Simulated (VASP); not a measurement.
Set up this calculation in VASP 6.6.1, as the native input.

| Quantity | Value |
| --- | --- |
| Task | relaxation of shape and atoms at fixed volume |
| Functional | PBE |
| Potentials or basis | VASP PAW PBE potentials, release 64 (Zn, Cd, Te) |
| Cutoff | 600 eV |
| k mesh | 6 × 6 × 4 |
| Occupations | gaussian, width 0.02 eV |
| Spin | no spin polarisation |
| Dipole correction | no |
| Further INCAR settings | ALGO = Normal; EDIFF = 1e-07; IBRION = 2; EDIFFG = -0.01; NSW = 50; ISIF = 4 |

The structure of Zn2CdTe3 lies in POSCAR:

```
Zn2CdTe3
1.0
    4.5567265646      0.0000000000      0.0000000000
   -2.2783632823      3.9462409630      0.0000000000
    0.0000000000      0.0000000000     11.2078295913
Zn Cd Te
2 1 3
Direct
    0.3333333333      0.6666666667      0.6604068572
    0.6666666667      0.3333333333      0.3402495070
    0.0000000000      0.0000000000      0.9970624892
    0.0000000000      0.0000000000      0.7378114328
    0.3333333333      0.6666666667      0.4170449193
    0.6666666667      0.3333333333      0.0974247946
```

One way to write it, as run:

INCAR

```
  ALGO = Normal
  EDIFF = 1E-7
  EDIFFG = -0.01
  ENCUT = 600
  GGA = PE
  IBRION = 2
  ISIF = 4
  ISMEAR = 0
  LASPH = True
  LCHARG = False
  LREAL = False
  LWAVE = False
  NELM = 100
  NSW = 50
  PREC = Accurate
  SIGMA = 0.02
```

KPOINTS

```
k-points
0
Gamma
  6 6 4
```

Potentials or basis: VASP PAW PBE potentials, release 64 (Zn, Cd, Te).

The run is started by

```sh
$ cat potpaw_PBE.64/Zn/POTCAR potpaw_PBE.64/Cd/POTCAR potpaw_PBE.64/Te/POTCAR > POTCAR
$ mpirun -np 1 vasp_std > vasp.out
```

It gave:

| Item | Value |
| --- | --- |
| Energy gained by relaxing | 0.0 meV/atom |
| Ionic steps | 4 |
| Pressure after relaxing | -2.0 GPa |
| Largest force after relaxing | 0.009 eV/Å |
| Band gap on the k mesh | 0.52 eV |

Caveat: semilocal functionals underestimate gaps, and a narrow one can read as zero; spin-orbit coupling is left out, which moves the levels of the heavy elements.

It took 3.6 min on 1 thread of Intel(R) Xeon(R) 6975P-C (Granite Rapids), with other jobs on the host, peak memory 0.47 GiB.
